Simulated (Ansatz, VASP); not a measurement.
## PbO2: VASP beside Ansatz

File INCAR:

```
SYSTEM = PbO2
  PREC = Accurate
  ENCUT = 600
  EDIFF = 1E-7
  ISMEAR = 0
  SIGMA = 0.05
  LREAL = .False.
  LASPH = .True.
  NELM = 60
  ALGO = Normal
  ISIF = 3
  LWAVE = .False.
  LCHARG = .False.
  GGA = PE
  IBRION = 2
  NSW = 80
  EDIFFG = -0.01
```

The input KPOINTS:

```
regular mesh
0
Gamma
  12 12 12
  0 0 0
```

POSCAR

```
PbO2
1.0
    1.5873204784      0.9164399055      4.7990676281
   -1.5873204784      0.9164399055      4.7990676281
    0.0000000000     -1.8328798109      4.7990676281
Pb O
1 2
Direct
    0.0000000000      0.0000000000      0.0000000000
    0.2520000000      0.2520000000      0.2520000000
    0.7480000000      0.7480000000      0.7480000000
```

Input for Ansatz:

```yaml
crystal:
  lattice:
    - [1.5873204784, 0.9164399055, 4.7990676281]
    - [-1.5873204784, 0.9164399055, 4.7990676281]
    - [0.0, -1.8328798109, 4.7990676281]
  atoms:
    - { symbol: Pb, position: [0.0, 0.0, 0.0] }
    - { symbol: O, position: [0.252, 0.252, 0.252] }
    - { symbol: O, position: [0.748, 0.748, 0.748] }
basis:
  ecutwfc: 420
  ecutrho_ratio: 4
kpoints:
  mp_grid: { grid: [12, 12, 12] }
hamiltonian:
  xc: pbe
scf:
  occupations: { method: gaussian, width: 0.05 }
output:
  forces: true
  stress: true
  eigenvalues: true
relax:
  f_tol: 0.01
  max_steps: 60
  cell: { stress_tol: 0.04 }
```

Alike in both runs: task relaxation of cell and atoms; functional PBE; k mesh 12 × 12 × 12; occupations gaussian, width 0.05 eV; no spin polarisation.

|  | VASP | Ansatz |
| --- | --- | --- |
| version | VASP 6.6.1 | Ansatz 0.2.0 |
| potentials or method | VASP PAW PBE potentials, release 64 (Pb_d, O), cutoff 600 eV | scalar-relativistic, plane waves, PAW |
| valence electrons in the cell | 26 | 26 |

Ansatz gave:

- relaxed volume (Å³/atom): 15.25
- relaxed length of the cell vector where the two differ most in proportion (Å): 4.873

**Question.** Which values does VASP return?

**Answer.** Relaxed volume (Å³/atom): 14.97; relaxed length of the cell vector where the two differ most in proportion (Å): 4.770.

Spin-orbit coupling is off throughout.
